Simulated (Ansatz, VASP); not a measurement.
## One calculation of SnTe2, two programs

```
Sn Te
1.0
     2.08831    1.20569    6.29096
    -2.08831    1.20569    6.29096
     0.00000   -2.41137    6.29096
Sn Te
1 2
Cartesian
  0.0000 0.0000 0.0000
  0.0000 0.0000 4.5553
  0.0000 0.0000 14.3176
```

Alike in both runs: task single point; functional PBE; k mesh 6 × 6 × 6; occupations fermi-dirac, width 0.5 eV; no spin polarisation.

```csv
,VASP,Ansatz
version,VASP 6.6.1,Ansatz 0.2.0
potentials or method,"VASP PAW PBE potentials, release 64 (Sn_d, Te)",plane waves
plane-wave cutoff (eV),500,420
valence electrons in the cell,26,46
```

```tsv
	VASP	Ansatz	Ansatz less VASP
pressure (GPa)	3.7	3.7	-0.01
traceless stress, the component that is largest in VASP (GPa)	0.53	0.53	+0.003
rms of the force components (eV/Å)	0.267	0.262	-0.0047
```

Atom by atom the forces differ by 0.005 eV/Å (rms over components). VASP's potentials hold 26 valence electrons a cell and Ansatz's 46, so a difference there can come from the potentials and not from the codes.

Neither program's run includes spin-orbit coupling.
